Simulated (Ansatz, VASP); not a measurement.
## Two plane-wave programs on NbSb

```
CELL_PARAMETERS angstrom
3.61048 0.00000 0.00000
0.00000 3.61048 0.00000
0.00000 0.00000 6.41645
ATOMIC_POSITIONS crystal
Nb 0.50000 0.00000 0.86324
Nb 0.00000 0.50000 0.13676
Sb 0.50000 0.00000 0.33057
Sb 0.00000 0.50000 0.66943
```

Alike in both runs: task relaxation of cell and atoms; functional PBE; k mesh 6 × 6 × 4; occupations gaussian, width 0.1 eV; no spin polarisation.

```csv
,VASP,Ansatz
version,VASP 6.6.1,Ansatz 0.2.0
potentials or method,"VASP PAW PBE potentials, release 64 (Nb_sv, Sb), cutoff 600 eV","scalar-relativistic, plane waves, PAW"
valence electrons in the cell,36,56
```

|  | VASP | Ansatz | Ansatz less VASP |
| --- | --- | --- | --- |
| gap on the k mesh at the Fermi level, each at its own relaxed structure (eV) | none | none | - |
| relaxed volume (Å³/atom) | 20.99 | 20.97 | -0.019 |
| relaxed length of the cell vector where the two differ most in proportion (Å) | 6.512 | 6.481 | -0.0307 |

A gap of «none» marks a metal or a gap that the smearing closes. VASP's potentials hold 36 valence electrons a cell and Ansatz's 56, so a difference there can come from the potentials and not from the codes.

Neither program's run includes spin-orbit coupling.
